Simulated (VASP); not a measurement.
# Rh (P6_3/mmc) in VASP: notebook

Runs on Rh. Level: LDA. Tasks: single point.

All numbers are computed with VASP 6.6.1; they aren't measurements. Logs are shortened: lines on timing, memory, paths and dates and some standing lists are left out, and cuts for length are marked.

## (1) The cell of the first run

Symmetry: P6_3/mmc, No. 194, hexagonal system. The conventional cell has a = 2.559 Å, b = 2.559 Å, c = 4.120 Å, α = 90.00°, β = 90.00°, γ = 120.00°. Rh (site symmetry -6m2) has 12 Rh at 2.53 to 2.56 Å within 3.3 Å.

This isn't the form of Rh at room conditions, which is fcc.

## (2) Single point, LDA, collinear spin, ferromagnetic start (11.68 Å³/atom)

Contents of INCAR:

```
  PREC = Accurate
  ENCUT = 520
  EDIFF = 1E-6
  ISMEAR = 0
  SIGMA = 0.15
  LREAL = F
  LASPH = T
  NELM = 150
  ALGO = Normal
  ISIF = 2
  LWAVE = F
  LCHARG = F
  ISPIN = 2
  MAGMOM = 0.5 0.5
  LORBIT = 11
  NUPDOWN = 1.0
  LMAXMIX = 4
  GGA = CA
  NBANDS = 26
```

Contents of KPOINTS:

```
regular mesh
0
Gamma
  21 21 12
```

Contents of POSCAR:

```
Rh
1.0
    2.5588111912      0.0000000000      0.0000000000
   -1.2794055956      2.2159954951      0.0000000000
    0.0000000000      0.0000000000      4.1200539690
Rh
2
Direct
    0.6666666667      0.3333333333      0.7500000000
    0.3333333333      0.6666666667      0.2500000000
```

Potentials or basis: VASP PAW LDA potentials, release 64 (Rh_pv).

On the command line:

```bash
> cat potpaw_LDA.64/Rh_pv/POTCAR > POTCAR
> mpirun -np 1 vasp_std > vasp.out
```

OUTCAR:

```text
PREC = Accurate
   ENCUT = 520
   EDIFF = 1E-6
   ISMEAR = 0
   LREAL = F
   LASPH = T
   NELM = 150
   ISIF = 2
   ISPIN = 2
   LORBIT = 11
   NUPDOWN = 1.0
   GGA = CA

 ion  position               nearest neighbor table
   1  0.667  0.333  0.750-   2 2.53   2 2.53   2 2.53   2 2.53   2 2.53   2 2.53
   2  0.333  0.667  0.250-   1 2.53   1 2.53   1 2.53   1 2.53   1 2.53   1 2.53

  LATTYP: Found a hexagonal cell.
 ALAT       =     2.5588111912
 C/A-ratio  =     1.6101437977

  Lattice vectors:

 A1 = (   2.5588111912,   0.0000000000,   0.0000000000)
 A2 = (  -1.2794055956,   2.2159954951,   0.0000000000)
 A3 = (   0.0000000000,   0.0000000000,   4.1200539690)

Analysis of symmetry for initial positions (statically):
=====================================================================
 Subroutine PRICEL returns:
 Original cell was already a primitive cell.

 Routine SETGRP: Setting up the symmetry group for a
 hexagonal supercell.

 Subroutine GETGRP returns: Found 24 space group operations
 (whereof 12 operations were pure point group operations)
 out of a pool of 24 trial point group operations.

The static configuration has the point symmetry D_3d.
 The point group associated with its full space group is D_6h.

Analysis of symmetry for dynamics (positions and initial velocities):
=====================================================================
 Subroutine PRICEL returns:
 Original cell was already a primitive cell.

 Routine SETGRP: Setting up the symmetry group for a
 hexagonal supercell.

 Subroutine GETGRP returns: Found 24 space group operations
 (whereof 12 operations were pure point group operations)
 out of a pool of 24 trial point group operations.

The dynamic configuration has the point symmetry D_3d.
 The point group associated with its full space group is D_6h.

Analysis of structural, dynamic, and magnetic symmetry:
=====================================================================
 Subroutine PRICEL returns:
 Original cell was already a primitive cell.

 Routine SETGRP: Setting up the symmetry group for a
 hexagonal supercell.

 Subroutine GETGRP returns: Found 24 space group operations
 (whereof 12 operations were pure point group operations)
 out of a pool of 24 trial point group operations.

The overall configuration has the point symmetry D_3d.
 The point group associated with its full space group is D_6h.

 Subroutine INISYM returns: Found 24 space group operations
 (whereof 12 operations are pure point group operations),
 and found     1 'primitive' translations

----------------------------------------------------------------------------------------

                                     Primitive cell

  volume of cell :      23.3620

  direct lattice vectors                    reciprocal lattice vectors
     2.558811191  0.000000000  0.000000000     0.390806482  0.225632228  0.000000000
    -1.279405596  2.215995495  0.000000000     0.000000000  0.451264455  0.000000000
     0.000000000  0.000000000  4.120053969     0.000000000  0.000000000  0.242715267

  length of vectors
     2.558811191  2.558811191  4.120053969     0.451264455  0.451264455  0.242715267

  position of ions in fractional coordinates (direct lattice)
     0.666666667  0.333333333  0.750000000
     0.333333333  0.666666667  0.250000000

  ion indices of the primitive-cell ions
   primitive index   ion index
                 1           1
                 2           2

----------------------------------------------------------------------------------------

 KPOINTS: regular mesh

Automatic generation of k-mesh.
 Grid dimensions read from file:
 generate k-points for:   21   21   12

 Generating k-lattice:

  Cartesian coordinates                     Fractional coordinates (reciprocal lattice)
     0.018609832  0.010744392  0.000000000     0.047619048 -0.000000000  0.000000000
     0.000000000  0.021488784  0.000000000     0.000000000  0.047619048  0.000000000
     0.000000000  0.000000000  0.020226272     0.000000000  0.000000000  0.083333333

  Length of vectors
     0.021488784  0.021488784  0.020226272

  Shift w.r.t. Gamma in fractional coordinates (k-lattice)
     0.000000000  0.000000000  0.000000000

 Subroutine IBZKPT returns following result:
 ===========================================

 Found    336 irreducible k-points:

 Following reciprocal coordinates:
            Coordinates               Weight
  0.000000  0.000000  0.000000      1.000000
  0.047619  0.000000  0.000000      6.000000
  0.095238 -0.000000  0.000000      6.000000
  0.142857  0.000000  0.000000      6.000000
  0.190476 -0.000000  0.000000      6.000000
  0.238095  0.000000  0.000000      6.000000
[... 16 lines left out ...]
  0.142857  0.095238  0.000000     12.000000
  0.190476  0.095238  0.000000     12.000000
 [... further k-points ...]
   k-points           NKPTS =    336   k-points in BZ     NKDIM =    336   number of bands    NBANDS=     26
   number of dos      NEDOS =    301   number of ions     NIONS =      2
   total plane-waves  NPLWV =  12800
   dimension x,y,z NGX =    20 NGY =   20 NGZ =   32
   dimension x,y,z NGXF=    40 NGYF=   40 NGZF=   64
   ions per type =               2
   NGX,Y,Z   is equivalent  to a cutoff of  12.99, 12.99, 12.91 a.u.
   NGXF,Y,Z  is equivalent  to a cutoff of  25.99, 25.99, 25.82 a.u.
 SYSTEM =  unknown system
   PREC   = accura    normal or accurate (medium, high low for compatibility)
   ISTART =      0    job   : 0-new  1-cont  2-samecut
   ICHARG =      2    charge: 1-file 2-atom 10-const
   ISPIN  =      2    spin polarized calculation?
   LNONCOLLINEAR =      F non collinear calculations
   LSORBIT =      F    spin-orbit coupling
   LASPH  =      T    aspherical Exc in radial PAW
   ENCUT  =  520.0 eV  38.22 Ry    6.18 a.u.   4.76  4.76  7.66*2*pi/ulx,y,z
   NELM   =    150;   NELMIN=  2; NELMDL= -5     # of ELM steps
   EDIFF  = 0.1E-05   stopping-criterion for ELM
   LREAL  =      F    real-space projection
   EDIFFG = 0.1E-04   stopping-criterion for IOM
   NSW    =      0    number of steps for IOM
   IBRION =     -1    ionic relax: 0-MD 1-quasi-New 2-CG
   NFREE  =      0    steps in history (QN), initial steepest desc. (CG)
   ISIF   =      2    stress and relaxation
   ISYM   =      2    0-nonsym 1-usesym 2-fastsym
   POTIM  = 0.5000    time-step for ionic-motion
   TEBEG  =    0.0;   TEEND  =   0.0 temperature during run
   PSTRESS=    0.0 pullay stress
   NELECT =      30.0000    total number of electrons
   NUPDOWN=       1.0000    fix difference up-down
   EMIN   =  10.00;   EMAX   =-10.00  energy-range for DOS
   EFERMI =   0.00;   METHOD = LEGACY
   ISMEAR =     0;   SIGMA  =   0.15  broadening in eV -4-tet -1-fermi 0-gaus
   EFERMI_NEDOS =   21; number of points for ismear=-14 and -15
   IALGO  =     38    algorithm
   IMIX   =      4    mixing-type and parameters
     AMIX     =   0.40;   BMIX     =  1.00
     AMIX_MAG =   1.60;   BMIX_MAG =  1.00
  volume/ion in A,a.u.               =      11.68        78.83
  Fermi-wavevector in a.u.,A,eV,Ry     =   1.779420  3.362617 43.080632  3.166337
  Thomas-Fermi vector in A             =   2.844416
   LORBIT       =     11    0 simple, 1 ext, 2 COOP (PROOUT), +10 PAW based schemes
   GGA     = CA    functional components
   LHFCALC =     F    Hartree Fock is set to
   AEXX    =    0.0000 exact exchange contribution
   IVDW    =     0    specifies the selected vdW correction
   LEPSILON=     F    determine dielectric tensor
   LRPA    =     F    only Hartree local field effects (RPA)
 spin polarized calculation
 Gauss-broadening in eV      SIGMA  =   0.15
  energy-cutoff  :      520.00
  volume of cell :       23.36
 maximum number of plane-waves:       651
 NGX is ok and might be reduce to    20
   NGX =  9   NGY =  9   NGZ = 15

 number of electron      30.0000005 magnetization       1.0000000

 Free energy of the ion-electron system (eV)
  ---------------------------------------------------
  ext. energy  EPLUGINS =         0.00000000
  ---------------------------------------------------
  free energy    TOTEN  =       -16.66873457 eV

  energy without entropy =      -16.63976895  energy(sigma->0) =      -16.65425176

 E-fermi :  14.8414     XC(G=0): -15.4093

 val. band max:       15.3257940350   @ k =   0.3810   0.2381   0.5000
 cond. band min:      14.8549474496   @ k =   0.2857   0.1905   0.2500
 fundamental gap:     -0.4708465854
 Fermi energy:        15.3261222499

 spin component 1

 k-point     1 :       0.0000    0.0000    0.0000
  band No.  band energies     occupation
      1     -32.9213      1.00000
      2     -31.7795      1.00000
      3     -31.7795      1.00000
      4     -31.5930      1.00000
      5     -31.5930      1.00000
      6     -31.5905      1.00000
[... 18 lines left out ...]
     25      39.6467      0.00000
     26      39.7471      0.00000
[... 644 lines left out ...]
      4     -31.9035      1.00000
      5     -31.7017      1.00000
      6     -31.7006      1.00000
[... 18 lines left out ...]
     25      35.3285      0.00000
     26      36.5530      0.00000

 [... further k-points ...]

 spin component 2

 k-point     1 :       0.0000    0.0000    0.0000
  band No.  band energies     occupation
      1     -32.5547      1.00000
      2     -31.4178      1.00000
      3     -31.4178      1.00000
      4     -31.2302      1.00000
      5     -31.2302      1.00000
      6     -31.2124      1.00000
[... 18 lines left out ...]
     25      39.7847      0.00000
     26      39.7984      0.00000
[... 644 lines left out ...]
      4     -31.5429      1.00000
      5     -31.3397      1.00000
      6     -31.3232      1.00000
[... 18 lines left out ...]
     25      35.4672      0.00000
     26      36.6954      0.00000

 [... further k-points ...]
[... 5 lines left out ...]
  --------------------------------------------------------------------------------------
  -------------------------------------------------------------------------------------
  Total        8.5420559      8.5420559      8.8684358     -0.0000000     -0.0000000     -0.0000000
  in kB      585.8183523    585.8183523    608.2016446     -0.0000000     -0.0000000     -0.0000000
  external PRESSURE =     593.2794497 kB  Pullay stress =       0.0000000 kB

 VOLUME and BASIS-vectors are now :
 -----------------------------------------------------------------------------
  energy-cutoff  :      520.00
  volume of cell :       23.36
      direct lattice vectors                 reciprocal lattice vectors
     2.558811191  0.000000000  0.000000000     0.390806482  0.225632228  0.000000000
    -1.279405596  2.215995495  0.000000000     0.000000000  0.451264455  0.000000000
     0.000000000  0.000000000  4.120053969     0.000000000  0.000000000  0.242715267

 POSITION                                       TOTAL-FORCE (eV/Angst)
 -----------------------------------------------------------------------------------
      1.27941      0.73867      3.09004         0.000000     -0.000000      0.000000
     -0.00000      1.47733      1.03001        -0.000000      0.000000      0.000000
 -----------------------------------------------------------------------------------
    total drift:                                0.000000     -0.000000      0.000000

  FREE ENERGIE OF THE ION-ELECTRON SYSTEM (eV)
  ---------------------------------------------------
  free  energy   TOTEN  =       -16.6687345651 eV

  energy  without entropy=      -16.6397689517  energy(sigma->0) =      -16.65425176

 total charge

# of ion       s       p       d       tot
------------------------------------------
    1        0.488   6.426   7.242  14.157
    2        0.488   6.426   7.242  14.157
--------------------------------------------------
tot          0.976  12.852  14.485  28.313

 magnetization (x)

# of ion       s       p       d       tot
------------------------------------------
    1        0.002   0.004   0.483   0.488
    2        0.002   0.004   0.483   0.488
--------------------------------------------------
tot          0.003   0.008   0.965   0.976
```

Run time: 2.2 min. Hardware: 1 thread of Intel Xeon 6975P-C (Granite Rapids), shared host; peak memory 0.35 GiB.

Results:

```
Free energy                                           : -16.6687 eV
Pressure                                              : 59.3 GPa
Net moment                                            : 1.00 μB per cell
Site moments                                          : Rh +0.49 μB
Valence electrons inside the program's atomic spheres : Rh 14.16
```

Stress tensor (GPa, compression positive):
```
58.58  0.00  0.00
 0.00 58.58  0.00
 0.00  0.00 60.82
```

Caveat: the cell stands under pressure; the total moment is fixed, so each spin has its own Fermi level and the state may be an excited one.

## (3) Single point, LDA, collinear spin, ferromagnetic start (11.68 Å³/atom)

INCAR, as its differences from that of step 2:

```diff
@@ -13,5 +13,5 @@
   ISPIN = 2
-  MAGMOM = 0.5 0.5
+  MAGMOM = 0.375 0.375
   LORBIT = 11
-  NUPDOWN = 1.0
+  NUPDOWN = 0.75
   LMAXMIX = 4
```

Contents of KPOINTS:

```
Automatic mesh
0
Gamma
  21 21 12
```

POSCAR is that of step 2.

Potentials or basis: VASP PAW LDA potentials, release 64 (Rh_pv).

On the command line:

```bash
> cat potpaw_LDA.64/Rh_pv/POTCAR > POTCAR
> mpirun -np 1 vasp_std > vasp.out
```

It took 2.9 min on 1 thread of Intel Xeon Platinum 8488C (Sapphire Rapids), shared host; peak memory 0.35 GiB.

The run converged. Its results:

| Property | Result |
| --- | --- |
| Free energy | -16.7215 eV |
| Pressure | 58.3 GPa |
| Net moment | 0.75 μB per cell |
| Site moments | Rh +0.37 μB |
| Valence electrons inside the program's atomic spheres | Rh 14.16 |

Stress tensor (GPa, compression positive):
```
57.57  0.00  0.00
 0.00 57.57  0.00
 0.00  0.00 59.80
```

Caveat: the cell stands under pressure; the total moment is fixed, so each spin has its own Fermi level and the state may be an excited one.

## (4) Single point, LDA, collinear spin (12.48 Å³/atom)

This run uses another cell than the first one, of 12.48 Å³/atom.

Contents of INCAR:

```
SYSTEM = Rh
PREC     = Accurate       ! precision mode
ENCUT    = 520            ! plane-wave cutoff, eV
EDIFF    = 1E-7           ! SCF threshold, eV
ISMEAR   = 0              ! smearing method
SIGMA    = 0.15           ! smearing width, eV
LREAL    = .False.        ! projectors in reciprocal space
LASPH    = .True.         ! aspherical terms in the spheres
NELM     = 150            ! most SCF steps
ALGO     = Fast           ! electronic algorithm
ISIF     = 2              ! what is computed and relaxed
LWAVE    = .False.        ! write WAVECAR
LCHARG   = .False.        ! write CHGCAR
ISPIN    = 2              ! spin polarisation
MAGMOM   = 0.125 0.125    ! initial moments
LORBIT   = 11             ! projections on sites
NUPDOWN  = 0.25           ! fixed moment
LMAXMIX  = 4              ! l up to which the mixer works
GGA      = CA             ! functional
NBANDS   = 26             ! bands
```

Contents of KPOINTS:

```
regular mesh
0
Gamma
  21 21 12
  0 0 0
```

Contents of POSCAR:

```
Rh
1.0
    2.6157318906      0.0000000000      0.0000000000
   -1.3078659453      2.2652902668      0.0000000000
    0.0000000000      0.0000000000      4.2117044800
Rh
2
Direct
    0.6666666667      0.3333333333      0.7500000000
    0.3333333333      0.6666666667      0.2500000000
```

On the command line:

```bash
> cat potpaw_LDA.64/Rh_pv/POTCAR > POTCAR
> mpirun -np 1 vasp_std > vasp.out
```

It took 5.8 min on 1 thread of Intel Xeon Platinum 8488C (Sapphire Rapids), shared host; peak memory 0.36 GiB.

Results (log left out):

```
Free energy                                           : -17.1782 eV
Pressure                                              : 24.0 GPa
Net moment                                            : 0.25 μB per cell
Site moments                                          : Rh +0.12 μB
Valence electrons inside the program's atomic spheres : Rh 13.99
```

Stress tensor (GPa, compression positive):
```
23.52  0.00  0.00
 0.00 23.52  0.00
 0.00  0.00 25.07
```

Caveat: the cell stands under pressure; the total moment is fixed, so each spin has its own Fermi level and the state may be an excited one.

## (5) Single point, LDA, collinear spin, ferromagnetic start (12.48 Å³/atom)

This run uses another cell than the first one, of 12.48 Å³/atom.

Contents of INCAR:

```
  PREC = Accurate
  ENCUT = 520
  EDIFF = 1E-6
  ISMEAR = 0
  SIGMA = 0.15
  LREAL = F
  LASPH = T
  NELM = 150
  ALGO = Fast
  ISIF = 2
  LWAVE = F
  LCHARG = T
  ISPIN = 2
  MAGMOM = 0.375 0.375
  LORBIT = 11
  NUPDOWN = 0.75
  LMAXMIX = 4
  LELF = T
  LVHAR = T
  NBANDS = 26
```

Contents of KPOINTS:

```
Automatic mesh
0
Gamma
  21 21 12
```

POSCAR is that of step 4.

On the command line:

```bash
> cat potpaw_LDA.64/Rh_pv/POTCAR > POTCAR
> mpirun -np 1 vasp_std > vasp.out
```

Run time: 3.8 min. Hardware: 1 thread of Intel Xeon Platinum 8488C (Sapphire Rapids), shared host; peak memory 0.36 GiB.

The run converged. Its results:

| Quantity | Value |
| --- | --- |
| Free energy | -17.1277 eV |
| Pressure | 25.0 GPa |
| Net moment | 0.75 μB per cell |
| Site moments | Rh +0.37 μB |
| Valence electrons inside the program's atomic spheres | Rh 13.99 |

Stress tensor (GPa, compression positive):
```
24.64  0.00  0.00
 0.00 24.64  0.00
 0.00  0.00 25.73
```

Caveat: the cell stands under pressure; the total moment is fixed, so each spin has its own Fermi level and the state may be an excited one.

## (6) The runs side by side

| spin | fixed moment (μB) | cell | pressure (GPa) | moment (μB) |
| --- | --- | --- | --- | --- |
| collinear, ferromagnetic start | 1.0 | a = 2.559, b = 2.559, c = 4.120 Å, angles 90.0, 90.0, 120.0°, 2 atoms | 59.3 | 1.00 |
| collinear, ferromagnetic start | 0.75 | a = 2.559, b = 2.559, c = 4.120 Å, angles 90.0, 90.0, 120.0°, 2 atoms | 58.3 | 0.75 |
| collinear | 0.25 | a = 2.616, b = 2.616, c = 4.212 Å, angles 90.0, 90.0, 120.0°, 2 atoms | 24.0 | 0.25 |
| collinear, ferromagnetic start | 0.75 | a = 2.616, b = 2.616, c = 4.212 Å, angles 90.0, 90.0, 120.0°, 2 atoms | 25.0 | 0.75 |

Alike in all rows: task single point; level LDA; potentials or basis VASP PAW LDA potentials, release 64 (Rh_pv); k mesh 21 × 21 × 12; cutoff (eV) 520; smearing gaussian 0.15 eV.

Caveats: the cell stands under pressure; the total moment is fixed, so each spin has its own Fermi level and the state may be an excited one.

Total energies depend on the potentials used, so only differences within one code and one set of settings carry meaning.
